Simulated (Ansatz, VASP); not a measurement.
# Two plane-wave programs on GaSb

```
Ga Sb
1.0
     0.00000    3.02530    3.02530
     3.02530    0.00000    3.02530
     3.02530    3.02530    0.00000
Ga Sb
1 1
Direct
  0.00000 0.00000 0.00000
  0.25000 0.25000 0.25000
```

Alike in both runs: functional LDA; k mesh 12 × 12 × 12; occupations fermi-dirac, width 0.15 eV; no spin polarisation.

Ansatz relaxed the structure, and its values are those at the end. VASP's run is a single point on that final structure, the one shown.

```csv
,VASP,Ansatz
version,VASP 6.6.1,Ansatz 0.2.0
potentials or method,"VASP PAW LDA potentials, release 64 (Ga_d, Sb), cutoff 500 eV","scalar-relativistic, plane waves, PAW"
valence electrons in the cell,18,28
```

VASP gave:

| Quantity | Value |
| --- | --- |
| pressure (GPa) | 0.2 |

Task: What did Ansatz give for the same quantities?

Result: Pressure (GPa): 0.0.

Ansatz warns that its potentials were made for another functional, while VASP's fit it. LDA's correlation is that of Perdew and Zunger in VASP and of Perdew and Wang (1992) in Ansatz. VASP's potentials hold 18 valence electrons a cell and Ansatz's 28, so a difference there can come from the potentials and not from the codes.

Spin-orbit coupling is off throughout.
